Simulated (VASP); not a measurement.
Crystal: Al3BiO3.

```
CELL_PARAMETERS angstrom
3.69966 2.11762 2.14768
-3.79737 2.19697 2.23553
0.01986 -4.34911 2.22534
ATOMIC_POSITIONS crystal
Al 0.45015 0.00316 0.46675
Al 0.02341 0.46555 0.46733
Al 0.46609 0.47901 0.02182
Bi 0.83527 0.85248 0.86755
O 0.27154 0.26757 0.63851
O 0.28025 0.65293 0.26105
O 0.67349 0.27949 0.27719
```

- Program: VASP 6.6.1
- Task: relaxation of cell and atoms
- Functional: PBE
- Potentials or basis: VASP PAW PBE potentials, release 64 (Al, Bi_d, O)
- Cutoff: 600 eV
- k mesh: 3 × 3 × 3
- Occupations: gaussian, width 0.1 eV
- Spin: no spin polarisation

At the start: pressure 1.0 GPa; volume 15.35 Å³/atom.

Question: How do energy, volume and symmetry change on relaxing?

Answer: Over 16 steps the energy falls by 83.1 meV/atom and the volume is 15.08 Å³/atom (-1.8 %); space group P1 (No. 1, to 0.1 Å) before, R3m (No. 160, to 0.1 Å).

The path:
```csv
step,energy change (eV),largest force (eV/Å),pressure (GPa),volume (Å³)
1,0.0000,2.4720,0.96,107.42
2,-0.4198,1.2747,-1.93,108.78
3,-0.4447,0.9431,-1.96,108.50
4,-0.5475,0.4079,0.14,105.88
5,-0.5479,0.4028,0.28,105.74
6,-0.5712,0.2462,0.00,105.68
7,-0.5713,0.2387,0.01,105.68
8,-0.5777,0.1225,-0.05,105.68
9,-0.5787,0.1171,-0.08,105.68
10,-0.5807,0.0656,0.00,105.56
11,-0.5807,0.0772,0.01,105.53
12,-0.5814,0.0413,0.01,105.51
13,-0.5814,0.0421,0.01,105.51
14,-0.5817,0.0270,0.01,105.52
15,-0.5817,0.0304,0.01,105.52
16,-0.5819,0.0192,-0.01,105.54
```

Final structure:
```xyz
7
Lattice="3.7214 2.1479 2.1911 -3.7267 2.1511 2.1995 -0.0003 -4.3020 2.1984" Properties=species:S:1:pos:R:3 pbc="T T T"
Al    1.6369   -0.9462    2.0804
Al   -1.6423   -0.9484    2.0921
Al   -0.0015    1.8921    2.0838
Bi   -0.0070   -0.0027    5.7313
O    -0.0012   -1.6274    2.5943
O    -1.4089    0.8121    2.5943
O     1.4068    0.8118    2.5922
```

Caveat: the k points lie up to 0.45 Å⁻¹ apart in the final cell.
